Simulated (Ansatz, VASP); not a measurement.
One calculation of MgO, two programs

File INCAR:

```
SYSTEM = MgO
PREC = Accurate
ENCUT = 520
EDIFF = 1E-7
ISMEAR = 0
SIGMA = 0.05
LREAL = .FALSE.
LASPH = .TRUE.
NELM = 100
ALGO = Normal
ISIF = 2
LWAVE = .FALSE.
LCHARG = .FALSE.
GGA = PE
NBANDS = 26
```

KPOINTS

```
regular mesh
0
G
  9 9 4
  0 0 0
```

POSCAR

```
MgO
1.0
    3.2063447515      0.0000000000      0.0000000000
   -1.6031723758      2.7767760081      0.0000000000
    0.0000000000      0.0000000000     12.3271130318
Mg O
4 4
Direct
    0.3333333333      0.6666666667      0.9694906392
    0.0000000000      0.0000000000      0.2208211786
    0.0000000000      0.0000000000      0.7208211786
    0.6666666667      0.3333333333      0.4694906392
    0.3333333333      0.6666666667      0.7800420079
    0.0000000000      0.0000000000      0.5296443544
    0.0000000000      0.0000000000      0.0296443544
    0.6666666667      0.3333333333      0.2800420079
```

Input for Ansatz:

```yaml
crystal:
  lattice:
    - [3.2063447515, 0.0, 0.0]
    - [-1.6031723758, 2.7767760081, 0.0]
    - [0.0, 0.0, 12.3271130318]
  atoms:
    - { symbol: Mg, position: [0.3333333333, 0.6666666667, 0.9694906392] }
    - { symbol: Mg, position: [0.0, 0.0, 0.2208211786] }
    - { symbol: Mg, position: [0.0, 0.0, 0.7208211786] }
    - { symbol: Mg, position: [0.6666666667, 0.3333333333, 0.4694906392] }
    - { symbol: O, position: [0.3333333333, 0.6666666667, 0.7800420079] }
    - { symbol: O, position: [0.0, 0.0, 0.5296443544] }
    - { symbol: O, position: [0.0, 0.0, 0.0296443544] }
    - { symbol: O, position: [0.6666666667, 0.3333333333, 0.2800420079] }
basis:
  ecutwfc: 520.0
kpoints:
  mp_grid: { grid: [9, 9, 4] }
hamiltonian:
  xc: pbe
  pseudopotentials: { kind: paw, azcp: { folder: soft_1 } }
scf:
  occupations: { method: gaussian, width: 0.05 }
output:
  forces: true
  stress: true
  eigenvalues: true
```

Alike in both runs: task single point; functional PBE; k mesh 9 × 9 × 4; occupations gaussian, width 0.05 eV; no spin polarisation.

```csv
,VASP,Ansatz
version,VASP 6.6.1,Ansatz 0.2.0
potentials or method,"VASP PAW PBE potentials, release 64 (Mg, O), cutoff 520 eV","scalar-relativistic, plane waves, PAW"
valence electrons in the cell,32,64
```

VASP gave:

- gap on the k mesh at the Fermi level (eV): 2.50
- least direct gap on the mesh (eV): 2.50
- pressure (GPa): -6.9
- traceless stress, the component that is largest in VASP (GPa): -16.29
- rms of the force components (eV/Å): 0.054

Question: Estimate Ansatz's values.

Answer: gap on the k mesh at the Fermi level (eV): 2.53; least direct gap on the mesh (eV): 2.53; pressure (GPa): -6.5; traceless stress, the component that is largest in VASP (GPa): -16.08; rms of the force components (eV/Å): 0.055.

Atom by atom the forces differ by 0.001 eV/Å (rms over components). VASP's potentials hold 32 valence electrons a cell and Ansatz's 64, so a difference there can come from the potentials and not from the codes.
